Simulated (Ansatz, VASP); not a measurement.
## Two plane-wave programs on SiO2

The input INCAR:

```
SYSTEM = SiO2
ALGO     = Normal         ! electronic algorithm
EDIFF    = 1E-6           ! SCF threshold, eV
ENCUT    = 520            ! plane-wave cutoff, eV
GGA      = PE             ! functional
ISIF     = 2              ! what is computed and relaxed
ISMEAR   = -1             ! smearing method
LASPH    = .True.         ! aspherical terms in the spheres
LCHARG   = .False.        ! write CHGCAR
LREAL    = .False.        ! projectors in reciprocal space
LWAVE    = .False.        ! write WAVECAR
NBANDS   = 15             ! bands
NELM     = 60             ! most SCF steps
PREC     = Accurate       ! precision mode
SIGMA    = 0.02           ! smearing width, eV
```

KPOINTS

```
k-points
0
Gamma
  10 10 10
  0 0 0
```

The input POSCAR:

```
SiO2
1.0
    0.0000000000      2.2641691115      2.3556415436
    2.2641691115      0.0000000000      2.3556415436
    2.2641691115      2.2641691115      0.0000000000
Si O
1 2
Direct
    0.0000000000      0.0000000000      0.0000000000
    0.2500000000      0.2500000000      0.2500000000
    0.7500000000      0.7500000000      0.7500000000
```

Input for Ansatz:

```yaml
crystal:
  lattice:
    - [0.0, 2.2641691115, 2.3556415436]
    - [2.2641691115, 0.0, 2.3556415436]
    - [2.2641691115, 2.2641691115, 0.0]
  atoms:
    - { symbol: Si, position: [0.0, 0.0, 0.0] }
    - { symbol: O, position: [0.25, 0.25, 0.25] }
    - { symbol: O, position: [0.75, 0.75, 0.75] }
kpoints:
  mp_grid: { grid: [10, 10, 10] }
  band_path:
    path:
      - [0.0, 0.0, 0.0]
      - [0.5, 0.0, 0.5]
      - [0.625, 0.25, 0.625]
      - [0.375, 0.375, 0.75]
      - [0.5, 0.5, 0.5]
      - [0.5, 0.25, 0.75]
    npoints: 1
hamiltonian:
  xc: pbe
scf:
  occupations: { method: fermi_dirac, width: 0.02 }
  n_extra_bands: 4
output:
  forces: true
  stress: true
  eigenvalues: true
```

Change from the starting cell: uniaxial_z strain +4.0%.

Alike in both runs: task single point; functional PBE; k mesh 10 × 10 × 10; occupations fermi-dirac, width 0.02 eV; no spin polarisation.

|  | VASP | Ansatz |
| --- | --- | --- |
| version | VASP 6.6.1 | Ansatz 0.2.0 |
| potentials or method | VASP PAW PBE potentials, release 64 (Si, O) | plane waves, PAW |
| plane-wave cutoff (eV) | 520 | 420 |
| valence electrons in the cell | 16 | 16 |

|  | VASP | Ansatz | Ansatz less VASP |
| --- | --- | --- | --- |
| gap on the k mesh at the Fermi level (eV) | 1.42 | 1.44 | +0.020 |
| pressure (GPa) | -0.5 | -0.8 | -0.37 |
| traceless stress, the component that is largest in VASP (GPa) | -26.17 | -26.20 | -0.036 |

The functional is the same, so the differences come from potentials, cutoffs and numerics.
